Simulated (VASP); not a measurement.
# Zn2SnO (P-6m2) in VASP: notebook

Runs on Zn2SnO. Level: PBE. Tasks: single point, relaxation of cell and atoms.

Everything below comes from runs of VASP 6.6.1. Logs are shortened: lines on timing, memory, paths and dates and some standing lists are left out, and cuts for length are marked.

**1. The cell of the first run**

Symmetry: P-6m2, No. 187, hexagonal system. Conventional cell: a = 4.153 Å, b = 4.153 Å, c = 4.934 Å, α = 90.00°, β = 90.00°, γ = 120.00°. Zn (site symmetry -6m2) has 3 Sn at 2.40 Å within 3.2 Å. Zn (site symmetry -6m2) has 3 O at 2.40 Å and 2 Sn at 2.47 Å within 3.2 Å. Sn (site symmetry -6m2) has 5 Zn at 2.40 to 2.47 Å within 3.2 Å. O (site symmetry -6m2) has 3 Zn at 2.40 Å within 3.2 Å.

The cell was generated, and may not be a known phase.

**2. Single point, PBE**

INCAR

```
SYSTEM = Zn2SnO
ALGO = Normal ; EDIFF = 1E-6
ENCUT = 600 ; GGA = PE
GGA_COMPAT = .FALSE. ; ISIF = 2
ISMEAR = 0 ; LASPH = .TRUE.
LCHARG = .FALSE. ; LREAL = .FALSE.
LWAVE = .FALSE. ; NBANDS = 30
NELM = 120 ; PREC = Accurate
SIGMA = 0.1
```

KPOINTS

```
k-points
0
G
  6 6 4
  0 0 0
```

POSCAR

```
Zn2SnO
1.0
    4.1526634200      0.0000000000      0.0000000000
   -2.0763317100      3.5963120200      0.0000000000
    0.0000000000      0.0000000000      4.9339922300
Zn Sn O
2 1 1
Direct
    0.0000000000      0.0000000000      0.0000000000
    0.3333333300      0.6666666700      0.5000000000
    0.3333333300      0.6666666700      0.0000000000
    0.6666666700      0.3333333300      0.5000000000
```

Potentials or basis: VASP PAW PBE potentials, release 64 (Zn, Sn_d, O).

Started as:

```console
cat potpaw_PBE.64/Zn/POTCAR potpaw_PBE.64/Sn_d/POTCAR potpaw_PBE.64/O/POTCAR > POTCAR
mpirun -np 1 vasp_std > vasp.out
```

OUTCAR:

```text
SYSTEM = Zn2SnO
   EDIFF = 1E-6
   ENCUT = 600
   GGA = PE
   ISIF = 2
   ISMEAR = 0
   LASPH = .TRUE.
   LREAL = .FALSE.
   NELM = 120
   PREC = Accurate

 ion  position               nearest neighbor table
   1  0.000  0.000  0.000-   3 2.40   3 2.40   3 2.40
   2  0.333  0.667  0.500-   4 2.40   4 2.40   4 2.40   3 2.47   3 2.47
   3  0.333  0.667  0.000-   1 2.40   1 2.40   1 2.40   2 2.47   2 2.47
   4  0.667  0.333  0.500-   2 2.40   2 2.40   2 2.40

  LATTYP: Found a hexagonal cell.
 ALAT       =     4.1526634200
 C/A-ratio  =     1.1881512492

  Lattice vectors:

 A1 = (   4.1526634200,   0.0000000000,   0.0000000000)
 A2 = (  -2.0763317100,   3.5963120200,   0.0000000000)
 A3 = (   0.0000000000,   0.0000000000,   4.9339922300)

Analysis of symmetry for initial positions (statically):
=====================================================================
 Subroutine PRICEL returns:
 Original cell was already a primitive cell.

 Routine SETGRP: Setting up the symmetry group for a
 hexagonal supercell.

 Subroutine GETGRP returns: Found 12 space group operations
 (whereof 12 operations were pure point group operations)
 out of a pool of 24 trial point group operations.

The static configuration has the point symmetry D_3h.

Analysis of symmetry for dynamics (positions and initial velocities):
=====================================================================
 Subroutine PRICEL returns:
 Original cell was already a primitive cell.

 Routine SETGRP: Setting up the symmetry group for a
 hexagonal supercell.

 Subroutine GETGRP returns: Found 12 space group operations
 (whereof 12 operations were pure point group operations)
 out of a pool of 24 trial point group operations.

The dynamic configuration has the point symmetry D_3h.

 Subroutine INISYM returns: Found 12 space group operations
 (whereof 12 operations are pure point group operations),
 and found     1 'primitive' translations

----------------------------------------------------------------------------------------

                                     Primitive cell

  volume of cell :      73.6856

  direct lattice vectors                    reciprocal lattice vectors
     4.152663420  0.000000000  0.000000000     0.240809307  0.139031318  0.000000000
    -2.076331710  3.596312020  0.000000000     0.000000000  0.278062636  0.000000000
[... 84 lines left out ...]
   NELM   =    120;   NELMIN=  2; NELMDL= -5     # of ELM steps
   EDIFF  = 0.1E-05   stopping-criterion for ELM
   LREAL  =      F    real-space projection
   EDIFFG = 0.1E-04   stopping-criterion for IOM
   NSW    =      0    number of steps for IOM
   IBRION =     -1    ionic relax: 0-MD 1-quasi-New 2-CG
   NFREE  =      0    steps in history (QN), initial steepest desc. (CG)
   ISIF   =      2    stress and relaxation
   ISYM   =      2    0-nonsym 1-usesym 2-fastsym
   POTIM  = 0.5000    time-step for ionic-motion
   TEBEG  =    0.0;   TEEND  =   0.0 temperature during run
   PSTRESS=    0.0 pullay stress
   NELECT =      44.0000    total number of electrons
   NUPDOWN=      -1.0000    fix difference up-down
   EMIN   =  10.00;   EMAX   =-10.00  energy-range for DOS
   EFERMI =   0.00;   METHOD = LEGACY
   ISMEAR =     0;   SIGMA  =   0.10  broadening in eV -4-tet -1-fermi 0-gaus
   EFERMI_NEDOS =   21; number of points for ismear=-14 and -15
   IALGO  =     38    algorithm
   IMIX   =      4    mixing-type and parameters
     AMIX     =   0.40;   BMIX     =  1.00
     AMIX_MAG =   1.60;   BMIX_MAG =  1.00
  volume/ion in A,a.u.               =      18.42       124.31
  Fermi-wavevector in a.u.,A,eV,Ry     =   1.378579  2.605136 25.857587  1.900479
  Thomas-Fermi vector in A             =   2.503627
   LORBIT       =      0    0 simple, 1 ext, 2 COOP (PROOUT), +10 PAW based schemes
   GGA     = PE    functional components
   LHFCALC =     F    Hartree Fock is set to
   AEXX    =    0.0000 exact exchange contribution
   IVDW    =     0    specifies the selected vdW correction
   LEPSILON=     F    determine dielectric tensor
   LRPA    =     F    only Hartree local field effects (RPA)
 non-spin polarized calculation
 Gauss-broadening in eV      SIGMA  =   0.10
  energy-cutoff  :      600.00
  volume of cell :       73.69
 maximum number of plane-waves:      2490
 NGX is ok and might be reduce to    36
   NGX = 17   NGY = 17   NGZ = 19

 number of electron      44.0000006 magnetization

 Free energy of the ion-electron system (eV)
  ---------------------------------------------------
  ext. energy  EPLUGINS =         0.00000000
  ---------------------------------------------------
  free energy    TOTEN  =        -9.34548799 eV

  energy without entropy =       -9.33145734  energy(sigma->0) =       -9.33847266

 E-fermi :   3.2372     XC(G=0): -10.1786

 val. band max:        3.2278030279   @ k =   0.3333   0.3333   0.5000
 cond. band min:       3.2835428298   @ k =   0.5000  -0.0000   0.2500
 fundamental gap:      0.0557398019
 Fermi energy:         3.2371607771

 k-point     1 :       0.0000    0.0000    0.0000
  band No.  band energies     occupation
      1     -18.0632      2.00000
      2     -17.9981      2.00000
      3     -17.9981      2.00000
      4     -17.9010      2.00000
      5     -17.9010      2.00000
      6     -13.1027      2.00000
[... 682 lines left out ...]
     29      13.2723      0.00000
     30      13.4508      0.00000

------------------------ aborting loop because EDIFF is reached ----------------------------------------

  FORCE on cell =-STRESS in cart. coord.  units (eV):
  Direction    XX          YY          ZZ          XY          YZ          ZX
  --------------------------------------------------------------------------------------
  -------------------------------------------------------------------------------------
  Total        3.1844603      3.1844603      6.8956732      0.0000000      0.0000000      0.0000000
  in kB       69.2410842     69.2410844    149.9355767      0.0000000      0.0000000      0.0000000
  external PRESSURE =      96.1392484 kB  Pullay stress =       0.0000000 kB

 VOLUME and BASIS-vectors are now :
 -----------------------------------------------------------------------------
  energy-cutoff  :      600.00
  volume of cell :       73.69
      direct lattice vectors                 reciprocal lattice vectors
     4.152663420  0.000000000  0.000000000     0.240809307  0.139031318  0.000000000
    -2.076331710  3.596312020  0.000000000     0.000000000  0.278062636  0.000000000
     0.000000000  0.000000000  4.933992230     0.000000000  0.000000000  0.202675633

 POSITION                                       TOTAL-FORCE (eV/Angst)
 -----------------------------------------------------------------------------------
      0.00000      0.00000      0.00000        -0.000000      0.000000      0.000000
     -0.00000      2.39754      2.46700        -0.000000     -0.000000      0.000000
     -0.00000      2.39754      0.00000         0.000000     -0.000000      0.000000
      2.07633      1.19877      2.46700        -0.000000      0.000000      0.000000
 -----------------------------------------------------------------------------------
    total drift:                               -0.000007      0.000004      0.000000

  FREE ENERGIE OF THE ION-ELECTRON SYSTEM (eV)
  ---------------------------------------------------
  free  energy   TOTEN  =        -9.3454879879 eV

  energy  without entropy=       -9.3314573419  energy(sigma->0) =       -9.33847266
```

It took 38 s on 1 thread of AMD EPYC 9R45 (Zen 5), shared host; peak memory 0.21 GiB.

What came out:

- Free energy: -9.3455 eV
- Pressure: 9.6 GPa
- Band gap on the k mesh: zero (bands 22 and 23 overlap by 2.56 eV)

Levels at points of the mesh, in eV from the Fermi level:
```csv
k point,band 19,band 20,band 21,band 22,band 23,band 24,band 25,band 26
"(0.00, 0.00, 0.00)",-1.70,-1.70,0.32,0.36,1.38,1.38,3.92,6.37
"(0.50, 0.00, 0.00)",-2.56,-2.26,-1.69,-0.65,0.23,2.32,4.12,4.47
"(0.00, 0.00, 0.50)",-1.64,-1.64,-1.06,1.86,1.86,3.42,5.73,6.07
"(0.50, 0.00, 0.50)",-4.43,-2.15,-0.98,-0.18,-0.13,2.18,4.07,7.12
```

Caveat: the stress differs along the axes, from 7 to 15 GPa; spin-orbit coupling is left out, which moves the levels of the heavy elements.

**3. Single point, PBE**

This run uses another cell than the first one, of 21.25 Å³/atom.

INCAR

```
  PREC = Accurate
  ENCUT = 600
  EDIFF = 1E-6
  ISMEAR = 0
  SIGMA = 0.1
  LREAL = F
  LASPH = T
  NELM = 120
  ALGO = Normal
  ISIF = 2
  LWAVE = F
  LCHARG = F
  GGA = PE
  NBANDS = 30
  GGA_COMPAT = F
```

KPOINTS

```
regular mesh
0
Gamma
  6 6 4
```

POSCAR

```
Zn2SnO
1.0
    4.2327096608      0.0000000000      0.0000000000
   -2.1163548304      3.6656340931      0.0000000000
    0.0000000000      0.0000000000      5.4783788046
Zn Sn O
2 1 1
Direct
    0.0000000000      0.0000000000      0.0000000000
    0.3333333333      0.6666666667      0.5000000000
    0.3333333333      0.6666666667      0.0000000000
    0.6666666667      0.3333333333      0.5000000000
```

Potentials or basis: VASP PAW PBE potentials, release 64 (Zn, Sn_d, O).

Started as:

```console
cat potpaw_PBE.64/Zn/POTCAR potpaw_PBE.64/Sn_d/POTCAR potpaw_PBE.64/O/POTCAR > POTCAR
mpirun -np 1 vasp_std > vasp.out
```

Run time: 43 s. Hardware: 1 thread of AMD EPYC 9R45 (Zen 5), shared host; peak memory 0.24 GiB.

Results (log left out):

* Free energy: -9.7320 eV
* Pressure: 0.2 GPa
* Band gap on the k mesh: zero (bands 22 and 23 overlap by 2.21 eV)

Stress tensor (GPa, compression positive):
```
0.13 0.00 0.00
0.00 0.13 0.00
0.00 0.00 0.21
```

Levels at points of the mesh, in eV from the Fermi level:
| k point | band 19 | band 20 | band 21 | band 22 | band 23 | band 24 | band 25 | band 26 |
| --- | --- | --- | --- | --- | --- | --- | --- | --- |
| (0.00, 0.00, 0.00) | -1.41 | -1.41 | -0.27 | 0.33 | 1.57 | 1.57 | 3.61 | 6.16 |
| (0.50, 0.00, 0.00) | -2.55 | -2.05 | -1.37 | -0.42 | 0.14 | 2.01 | 3.83 | 3.94 |
| (0.00, 0.00, 0.50) | -1.39 | -1.39 | -0.99 | 1.80 | 1.80 | 3.18 | 4.37 | 6.00 |
| (0.50, 0.00, 0.50) | -4.15 | -1.83 | -0.86 | -0.10 | 0.06 | 2.25 | 3.74 | 6.67 |

Caveat: spin-orbit coupling is left out, which moves the levels of the heavy elements.

**4. Relaxation of cell and atoms, PBE**

INCAR

```
  PREC = Accurate
  ENCUT = 600
  EDIFF = 1E-7
  ISMEAR = 0
  SIGMA = 0.1
  LREAL = F
  LASPH = T
  NELM = 120
  ALGO = Normal
  ISIF = 3
  LWAVE = F
  LCHARG = F
  GGA = PE
  IBRION = 2
  NSW = 90
  EDIFFG = -0.04
  GGA_COMPAT = F
  NELMIN = 4
```

KPOINTS is that of step 3.

POSCAR

```
Zn2SnO
1.0
    4.1526634200      0.0000000000      0.0000000000
   -2.0763317100      3.5963120200      0.0000000000
    0.0000000000      0.0000000000      4.9339922300
Zn Sn O
2 1 1
Direct
    0.0000000000      0.0000000000      0.0000000000
    0.3333333300      0.6666666700      0.5000000000
    0.3333333300      0.6666666700      0.0000000000
    0.6666666700      0.3333333300      0.5000000000
```

Started as:

```console
cat potpaw_PBE.64/Zn/POTCAR potpaw_PBE.64/Sn_d/POTCAR potpaw_PBE.64/O/POTCAR > POTCAR
mpirun -np 1 vasp_std > vasp.out
```

It took 2.7 min on 1 thread of AMD EPYC 9R45 (Zen 5), shared host; peak memory 0.22 GiB.

Results (log left out):

* Free energy: -9.7263 eV
* Relaxed volume: 21.32 Å³/atom
* Relaxed cell: a = 4.236 Å, b = 4.236 Å, c = 5.487 Å, α = 90.00°, β = 90.00°, γ = 120.00°
* Space group after relaxing (to 0.1 Å): P-6m2 (No. 187)
* Energy gained by relaxing: 95.2 meV/atom
* Ionic steps: 7
* Pressure after relaxing: 0.0 GPa
* Band gap on the k mesh: zero (bands 22 and 23 overlap by 2.20 eV)

Step by step:
```tsv
step	energy change (eV)	largest force (eV/Å)	pressure (GPa)	volume (Å³)
1	0.0000	0.0000	9.62	73.69
2	-0.3517	0.0000	-0.81	86.07
3	-0.3521	0.0000	-0.58	85.65
4	-0.3736	0.0000	-0.13	85.10
5	-0.3799	0.0000	0.40	84.59
6	-0.3799	0.0000	0.37	84.61
7	-0.3808	0.0000	0.02	85.26
```

Final structure:
```cif
data_structure
_symmetry_space_group_name_H-M 'P 1'
_symmetry_Int_Tables_number 1
_cell_length_a 4.2360
_cell_length_b 4.2360
_cell_length_c 5.4869
_cell_angle_alpha 90.000
_cell_angle_beta 90.000
_cell_angle_gamma 120.000
_cell_volume 85.26
loop_
_atom_site_label
_atom_site_type_symbol
_atom_site_fract_x
_atom_site_fract_y
_atom_site_fract_z
_atom_site_occupancy
Zn1 Zn 0.00000 0.00000 0.00000 1
Zn2 Zn 0.33333 0.66667 0.50000 1
Sn1 Sn 0.33333 0.66667 0.00000 1
O1 O 0.66667 0.33333 0.50000 1
```

Levels at points of the mesh, in eV from the Fermi level:
```
           k point  band 19  band 20  band 21  band 22  band 23  band 24  band 25  band 26
(0.00, 0.00, 0.00)    -1.41    -1.41    -0.28     0.33     1.57     1.57     3.59     6.15
(0.50, 0.00, 0.00)    -2.55    -2.04    -1.37    -0.41     0.14     2.00     3.83     3.93
(0.00, 0.00, 0.50)    -1.38    -1.38    -0.99     1.79     1.79     3.17     4.35     6.00
(0.50, 0.00, 0.50)    -4.14    -1.82    -0.86    -0.10     0.06     2.25     3.74     7.10
```

Caveat: the volume moved by over 15 % at a fixed basis, so the end points are rough; spin-orbit coupling is left out, which moves the levels of the heavy elements.

**5. Single point, PBE**

This run uses another cell than the first one, of 21.25 Å³/atom.

INCAR

```
  PREC = Accurate
  ENCUT = 600
  EDIFF = 1E-6
  ISMEAR = 0
  SIGMA = 0.1
  LREAL = False
  LASPH = True
  NELM = 120
  ALGO = Normal
  ISIF = 2
  LWAVE = False
  LCHARG = False
  GGA = PE
  NBANDS = 30
  GGA_COMPAT = False
```

KPOINTS

```
regular mesh
0
Gamma
  12 12 8
```

POSCAR

```
Zn2SnO
1.0
    4.2225583393      0.0000000000      0.0000000000
   -2.1112791697      3.6568427908      0.0000000000
    0.0000000000      0.0000000000      5.5041377902
Zn Sn O
2 1 1
Direct
    0.0000000000      0.0000000000      0.0000000000
    0.3333333333      0.6666666667      0.5000000000
    0.3333333333      0.6666666667      0.0000000000
    0.6666666667      0.3333333333      0.5000000000
```

Started as:

```console
cat potpaw_PBE.64/Zn/POTCAR potpaw_PBE.64/Sn_d/POTCAR potpaw_PBE.64/O/POTCAR > POTCAR
mpirun -np 1 vasp_std > vasp.out
```

It took 3 min on 1 thread of AMD EPYC 9R45 (Zen 5), shared host; peak memory 0.41 GiB.

Results (log left out):

```yaml
Free_energy: -9.7154 eV
Pressure: 0.1 GPa
Band_gap_on_the_k_mesh: zero (bands 22 and 23 overlap by 2.20 eV)
```

Stress tensor (GPa, compression positive):
```
0.14 0.00 0.00
0.00 0.14 0.00
0.00 0.00 0.03
```

Levels at points of the mesh, in eV from the Fermi level:
| k point | band 20 | band 21 | band 22 | band 23 | band 24 | band 25 |
| --- | --- | --- | --- | --- | --- | --- |
| (0.00, 0.00, 0.00) | -1.37 | -0.25 | 0.36 | 1.61 | 1.61 | 3.67 |
| (0.50, 0.00, 0.00) | -2.01 | -1.34 | -0.38 | 0.14 | 2.06 | 3.83 |
| (0.00, 0.00, 0.50) | -1.34 | -0.97 | 1.82 | 1.82 | 3.25 | 4.31 |
| (0.50, 0.00, 0.50) | -1.79 | -0.83 | -0.10 | 0.12 | 2.27 | 3.76 |

Caveat: spin-orbit coupling is left out, which moves the levels of the heavy elements.

(Part 1 of 2 ends here.)

The gap in the log of VASP goes by the Fermi energy; the results here count the filled bands.